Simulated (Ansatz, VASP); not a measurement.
**Hf: VASP beside Ansatz**

```
Hf
1.0
     3.31700    0.00000    0.00000
    -1.65850    2.87261    0.00000
     0.00000    0.00000    5.06769
Hf
2
Direct
  0.33333 0.66667 0.25000
  0.66667 0.33333 0.75000
```

Alike in both runs: task single point; functional PBE; k mesh 18 × 18 × 10; occupations gaussian, width 0.15 eV; no spin polarisation.

|  | VASP | Ansatz |
| --- | --- | --- |
| version | VASP 6.6.1 | Ansatz 0.2.0 |
| potentials or method | VASP PAW PBE potentials, release 64 (Hf_pv), cutoff 500 eV | scalar-relativistic, plane waves, PAW |
| valence electrons in the cell | 20 | 52 |

```csv
,VASP,Ansatz,Ansatz less VASP
gap on the k mesh at the Fermi level (eV),none,none,-
pressure (GPa),-6.9,-6.4,+0.43
"traceless stress, the component that is largest in VASP (GPa)",2.24,2.31,+0.065
```

A gap of «none» marks a metal or a gap that the smearing closes. VASP's potentials hold 20 valence electrons a cell and Ansatz's 52, so a difference there can come from the potentials and not from the codes.

Spin-orbit coupling is off throughout.
